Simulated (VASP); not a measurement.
# Si4Se3 (P-42m) in VASP: relaxation of cell and atoms with PBE

Aim: the relaxation of cell and atoms of Si4Se3 with PBE.

All numbers are computed with VASP 6.6.1; they aren't measurements. Logs are shortened: lines on timing, memory, paths and dates and some standing lists are left out, and cuts for length are marked.

### 1 The cell of the first run

The structure is tetragonal, space group P-42m (No. 111). Conventional cell: a = 5.146 Å, b = 5.146 Å, c = 5.327 Å, α = 90.00°, β = 90.00°, γ = 90.00°. Within 3.0 Å of Si (site symmetry m) lie 3 Se at 2.25 to 2.32 Å. Se (site symmetry -42m) has 4 Si at 2.32 Å and 2 Se at 2.66 Å within 3.1 Å. Within 3.0 Å of Se (site symmetry -42m) lie 4 Si at 2.26 Å and 2 Se at 2.66 Å. Within 3.0 Å of Se (site symmetry -42m) lie 4 Si at 2.25 Å.

The cell was built from a structure type or drawn by symmetry, and may not be a known phase.

### 2 Relaxation of cell and atoms, PBE

Contents of INCAR:

```
SYSTEM = Si4Se3
ALGO = Normal
EDIFF = 1E-7
EDIFFG = -0.08
ENCUT = 500
GGA = PE
GGA_COMPAT = .False.
IBRION = 2
ISIF = 3
ISMEAR = 0
LASPH = .True.
LCHARG = .False.
LREAL = .False.
LWAVE = .False.
NELM = 120
NELMIN = 4
NSW = 36
PREC = Accurate
SIGMA = 0.2
```

Contents of KPOINTS:

```
k-points
0
Gamma
  3 3 3
  0 0 0
```

Contents of POSCAR:

```
Si4Se3
1.0
    5.1463117900      0.0000000000      0.0000000000
    0.0000000000      5.1463117900      0.0000000000
    0.0000000000      0.0000000000      5.3265060600
Si Se
4 3
Direct
    0.2554910200      0.2554910200      0.2597206200
    0.7445089800      0.7445089800      0.2597206200
    0.7445089800      0.2554910200      0.7402793800
    0.2554910200      0.7445089800      0.7402793800
    0.0000000000      0.0000000000      0.0000000000
    0.0000000000      0.0000000000      0.5000000000
    0.5000000000      0.5000000000      0.0000000000
```

Potentials or basis: VASP PAW PBE potentials, release 64 (Si, Se).

Launch:

```
> cat potpaw_PBE.64/Si/POTCAR potpaw_PBE.64/Se/POTCAR > POTCAR
> mpirun -np 1 vasp_std > vasp.out
```

OUTCAR:

```text
SYSTEM = Si4Se3
   EDIFF = 1E-7
   EDIFFG = -0.08
   ENCUT = 500
   GGA = PE
   IBRION = 2
   ISIF = 3
   ISMEAR = 0
   LASPH = .True.
   LREAL = .False.
   NELM = 120
   NELMIN = 4
   NSW = 36
   PREC = Accurate

 ion  position               nearest neighbor table
   1  0.255  0.255  0.260-   7 2.25   6 2.26   5 2.32
   2  0.745  0.745  0.260-   7 2.25   6 2.26   5 2.32
   3  0.745  0.255  0.740-   7 2.25   6 2.26   5 2.32
   4  0.255  0.745  0.740-   7 2.25   6 2.26   5 2.32
   5  0.000  0.000  0.000-   1 2.32   2 2.32   3 2.32   4 2.32   6 2.66   6 2.66
   6  0.000  0.000  0.500-   1 2.26   2 2.26   3 2.26   4 2.26   5 2.66   5 2.66
   7  0.500  0.500  0.000-   1 2.25   2 2.25   3 2.25   4 2.25

  LATTYP: Found a simple tetragonal cell.
 ALAT       =     5.1463117900
 C/A-ratio  =     1.0350142544

  Lattice vectors:

 A1 = (   5.1463117900,   0.0000000000,   0.0000000000)
 A2 = (   0.0000000000,   5.1463117900,   0.0000000000)
 A3 = (   0.0000000000,   0.0000000000,   5.3265060600)

Analysis of symmetry for initial positions (statically):
=====================================================================
 Subroutine PRICEL returns:
 Original cell was already a primitive cell.

 Routine SETGRP: Setting up the symmetry group for a
 simple tetragonal supercell.

 Subroutine GETGRP returns: Found  8 space group operations
 (whereof  8 operations were pure point group operations)
 out of a pool of 16 trial point group operations.

The static configuration has the point symmetry D_2d.

Analysis of symmetry for dynamics (positions and initial velocities):
=====================================================================
 Subroutine PRICEL returns:
 Original cell was already a primitive cell.

 Routine SETGRP: Setting up the symmetry group for a
 simple tetragonal supercell.

 Subroutine GETGRP returns: Found  8 space group operations
 (whereof  8 operations were pure point group operations)
 out of a pool of 16 trial point group operations.

The dynamic configuration has the point symmetry D_2d.

 Subroutine INISYM returns: Found  8 space group operations
 (whereof  8 operations are pure point group operations),
 and found     1 'primitive' translations

----------------------------------------------------------------------------------------

                                     Primitive cell

  volume of cell :     141.0700

  direct lattice vectors                    reciprocal lattice vectors
     5.146311790  0.000000000  0.000000000     0.194313917  0.000000000  0.000000000
     0.000000000  5.146311790  0.000000000     0.000000000  0.194313917  0.000000000
     0.000000000  0.000000000  5.326506060     0.000000000  0.000000000  0.187740329

  length of vectors
     5.146311790  5.146311790  5.326506060     0.194313917  0.194313917  0.187740329

  position of ions in fractional coordinates (direct lattice)
     0.255491020  0.255491020  0.259720620
     0.744508980  0.744508980  0.259720620
     0.744508980  0.255491020  0.740279380
     0.255491020  0.744508980  0.740279380
     0.000000000  0.000000000  0.000000000
     0.000000000  0.000000000  0.500000000
     0.500000000  0.500000000  0.000000000

  ion indices of the primitive-cell ions
   primitive index   ion index
                 1           1
                 2           2
                 3           3
                 4           4
                 5           5
                 6           6
                 7           7

----------------------------------------------------------------------------------------

 KPOINTS: k-points

Automatic generation of k-mesh.
 Grid dimensions read from file:
 generate k-points for:    3    3    3

 Generating k-lattice:

  Cartesian coordinates                     Fractional coordinates (reciprocal lattice)
     0.064771306  0.000000000  0.000000000     0.333333333  0.000000000  0.000000000
     0.000000000  0.064771306  0.000000000     0.000000000  0.333333333  0.000000000
     0.000000000  0.000000000  0.062580110     0.000000000  0.000000000  0.333333333

  Length of vectors
     0.064771306  0.064771306  0.062580110

  Shift w.r.t. Gamma in fractional coordinates (k-lattice)
     0.000000000  0.000000000  0.000000000

 Subroutine IBZKPT returns following result:
 ===========================================

 Found      6 irreducible k-points:

 Following reciprocal coordinates:
            Coordinates               Weight
  0.000000  0.000000  0.000000      1.000000
  0.333333  0.000000  0.000000      4.000000
  0.333333  0.333333  0.000000      4.000000
  0.000000  0.000000  0.333333      2.000000
  0.333333  0.000000  0.333333      8.000000
  0.333333  0.333333  0.333333      8.000000
   k-points           NKPTS =      6   k-points in BZ     NKDIM =      6   number of bands    NBANDS=     21
   number of dos      NEDOS =    301   number of ions     NIONS =      7
   total plane-waves  NPLWV =  64000
   dimension x,y,z NGX =    40 NGY =   40 NGZ =   40
   dimension x,y,z NGXF=    80 NGYF=   80 NGZF=   80
   ions per type =               4   3
   NGX,Y,Z   is equivalent  to a cutoff of  12.92, 12.92, 12.48 a.u.
   NGXF,Y,Z  is equivalent  to a cutoff of  25.84, 25.84, 24.97 a.u.
 SYSTEM =  Si4Se3
   PREC   = accura    normal or accurate (medium, high low for compatibility)
   ISTART =      0    job   : 0-new  1-cont  2-samecut
   ICHARG =      2    charge: 1-file 2-atom 10-const
   ISPIN  =      1    spin polarized calculation?
   LNONCOLLINEAR =      F non collinear calculations
   LSORBIT =      F    spin-orbit coupling
   LASPH  =      T    aspherical Exc in radial PAW
   ENCUT  =  500.0 eV  36.75 Ry    6.06 a.u.   9.38  9.38  9.71*2*pi/ulx,y,z
   NELM   =    120;   NELMIN=  4; NELMDL= -5     # of ELM steps
   EDIFF  = 0.1E-06   stopping-criterion for ELM
   LREAL  =      F    real-space projection
   EDIFFG = -.8E-01   stopping-criterion for IOM
   NSW    =     36    number of steps for IOM
   IBRION =      2    ionic relax: 0-MD 1-quasi-New 2-CG
   NFREE  =      1    steps in history (QN), initial steepest desc. (CG)
   ISIF   =      3    stress and relaxation
   ISYM   =      2    0-nonsym 1-usesym 2-fastsym
   POTIM  = 0.5000    time-step for ionic-motion
   TEBEG  =    0.0;   TEEND  =   0.0 temperature during run
   PSTRESS=    0.0 pullay stress
   NELECT =      34.0000    total number of electrons
   NUPDOWN=      -1.0000    fix difference up-down
   EMIN   =  10.00;   EMAX   =-10.00  energy-range for DOS
   EFERMI =   0.00;   METHOD = LEGACY
   ISMEAR =     0;   SIGMA  =   0.20  broadening in eV -4-tet -1-fermi 0-gaus
   EFERMI_NEDOS =   21; number of points for ismear=-14 and -15
   IALGO  =     38    algorithm
   IMIX   =      4    mixing-type and parameters
     AMIX     =   0.40;   BMIX     =  1.00
     AMIX_MAG =   1.60;   BMIX_MAG =  1.00
  volume/ion in A,a.u.               =      20.15       136.00
  Fermi-wavevector in a.u.,A,eV,Ry     =   1.018802  1.925256 14.122257  1.037957
  Thomas-Fermi vector in A             =   2.152280
   LORBIT       =      0    0 simple, 1 ext, 2 COOP (PROOUT), +10 PAW based schemes
   GGA     = PE    functional components
   LHFCALC =     F    Hartree Fock is set to
   AEXX    =    0.0000 exact exchange contribution
   IVDW    =     0    specifies the selected vdW correction
   LEPSILON=     F    determine dielectric tensor
   LRPA    =     F    only Hartree local field effects (RPA)
 conjugate gradient relaxation of ions
 non-spin polarized calculation
 Gauss-broadening in eV      SIGMA  =   0.20
  energy-cutoff  :      500.00
  volume of cell :      141.07
 maximum number of plane-waves:      3592
 NGX is ok and might be reduce to    40
   NGX = 19   NGY = 19   NGZ = 19

--------------------------------------- Ionic step        1  -------------------------------------------

 number of electron      34.0000003 magnetization

 Free energy of the ion-electron system (eV)
  ---------------------------------------------------
  ext. energy  EPLUGINS =         0.00000000
  ---------------------------------------------------
  free energy    TOTEN  =       -23.49372898 eV

  energy without entropy =      -23.41452648  energy(sigma->0) =      -23.45412773

 E-fermi :   6.2046     XC(G=0):  -9.7951

 val. band max:        6.0903853926   @ k =   0.3333   0.0000   0.0000
 cond. band min:       6.2233874106   @ k =   0.0000   0.0000   0.3333
 fundamental gap:      0.1330020181
 Fermi energy:         6.2045915445

 k-point     1 :       0.0000    0.0000    0.0000
  band No.  band energies     occupation
      1     -11.5037      2.00000
      2      -9.5171      2.00000
      3      -7.6746      2.00000
      4      -4.5631      2.00000
      5      -3.4354      2.00000
      6      -3.4354      2.00000
[... 249 lines left out ...]
  FREE ENERGIE OF THE ION-ELECTRON SYSTEM (eV)
  ---------------------------------------------------
  free  energy   TOTEN  =       -27.3352798301 eV

  energy  without entropy=      -27.2678676179  energy(sigma->0) =      -27.30157372

[... ionic steps 4 to 13 ...]

--------------------------------------- Ionic step       14  -------------------------------------------

 number of electron      34.0000003 magnetization

------------------------ aborting loop because EDIFF is reached ----------------------------------------

  FORCE on cell =-STRESS in cart. coord.  units (eV):
  Direction    XX          YY          ZZ          XY          YZ          ZX
  --------------------------------------------------------------------------------------
  -------------------------------------------------------------------------------------
  Total        0.0925326      0.0925326     -0.3166129      0.0000000      0.0000000      0.0000000
  in kB        0.8900726      0.8900726     -3.0455040      0.0000000      0.0000000      0.0000000
  external PRESSURE =      -0.4217862 kB  Pullay stress =       0.0000000 kB
[... 67 lines left out ...]
  energy  without entropy=      -28.6077261253  energy(sigma->0) =      -28.64283683

--------------------------------------- Ionic step       16  -------------------------------------------

 number of electron      33.9999997 magnetization

 Free energy of the ion-electron system (eV)
  ---------------------------------------------------
  ext. energy  EPLUGINS =         0.00000000
  ---------------------------------------------------
  free energy    TOTEN  =       -28.68317478 eV

  energy without entropy =      -28.61277756  energy(sigma->0) =      -28.64797617

 E-fermi :   4.2665     XC(G=0):  -9.0976

 val. band max:        4.2564044375   @ k =   0.3333   0.3333   0.3333
 cond. band min:       4.4119013752   @ k =   0.0000   0.0000   0.0000
 fundamental gap:      0.1554969377
 Fermi energy:         4.2665070503

 k-point     1 :       0.0000    0.0000    0.0000
  band No.  band energies     occupation
      1     -10.9586      2.00000
      2      -9.2828      2.00000
      3      -8.8029      2.00000
      4      -5.4310      2.00000
      5      -2.9133      2.00000
      6      -2.9133      2.00000
[... 167 lines left out ...]
  FREE ENERGIE OF THE ION-ELECTRON SYSTEM (eV)
  ---------------------------------------------------
  free  energy   TOTEN  =       -28.6831747803 eV

  energy  without entropy=      -28.6127775555  energy(sigma->0) =      -28.64797617

 reached required accuracy - stopping structural energy minimisation
```

Run time: 6.1 min. Hardware: 1 thread of Intel Xeon 8259CL, shared host; peak memory 0.24 GiB.

What came out:

- Free energy: -28.6832 eV
- Relaxed volume: 24.09 Å³/atom
- Relaxed cell: a = 4.736 Å, b = 4.736 Å, c = 7.517 Å, α = 90.00°, β = 90.00°, γ = 90.00°
- Space group after relaxing (to 0.1 Å): P-42m (No. 111)
- Energy gained by relaxing: 741.3 meV/atom
- Ionic steps: 16
- Pressure after relaxing: 0.0 GPa
- Largest force after relaxing: 0.032 eV/Å
- Band gap on the k mesh: zero (bands 17 and 18 overlap by 1.13 eV)

Forces in eV/Å, atoms in the order of the input:
```
Si   0.009  0.009 -0.029
Si  -0.009 -0.009 -0.029
Si  -0.009  0.009  0.029
Si   0.009 -0.009  0.029
Se   0.000  0.000  0.000
Se   0.000  0.000  0.000
Se   0.000  0.000  0.000
```

Step by step:
| step | energy change (eV) | largest force (eV/Å) | pressure (GPa) | volume (Å³) |
| --- | --- | --- | --- | --- |
| 1 | 0.0000 | 2.2641 | 22.28 | 141.07 |
| 2 | -3.6995 | 0.6155 | -3.81 | 205.32 |
| 3 | -3.8416 | 0.4857 | -1.42 | 191.29 |
| 4 | -3.8410 | 0.4967 | -1.75 | 192.90 |
| 5 | -4.2986 | 0.4553 | -2.19 | 188.74 |
| 6 | -4.4941 | 0.9519 | -2.36 | 184.13 |
| 7 | -4.8031 | 0.7679 | -0.10 | 170.99 |
| 8 | -4.8805 | 0.5812 | 2.26 | 161.87 |
| 9 | -5.0743 | 0.1518 | 1.54 | 162.07 |
| 10 | -5.1031 | 0.5171 | 1.33 | 161.96 |
| 11 | -5.1092 | 0.4012 | 1.35 | 162.01 |
| 12 | -5.1410 | 0.3660 | -1.02 | 168.70 |
| 13 | -5.1508 | 0.3049 | -0.29 | 166.45 |
| 14 | -5.1733 | 0.1912 | -0.04 | 166.56 |
| 15 | -5.1842 | 0.1260 | 0.31 | 166.70 |
| 16 | -5.1894 | 0.0316 | 0.01 | 168.64 |

Final structure:
```
CELL_PARAMETERS angstrom
4.73641 0.00000 0.00000
0.00000 4.73641 0.00000
0.00000 0.00000 7.51712
ATOMIC_POSITIONS crystal
Si 0.25648 0.25648 0.24295
Si 0.74352 0.74352 0.24295
Si 0.74352 0.25648 0.75705
Si 0.25648 0.74352 0.75705
Se 0.00000 0.00000 0.00000
Se 0.00000 0.00000 0.50000
Se 0.50000 0.50000 0.00000
```

Caveat: the k points lie up to 0.44 Å⁻¹ apart in the final cell, too coarse for converged energies and pressures of a metal; the volume moved by over 15 % at a fixed basis, so the end points are rough.
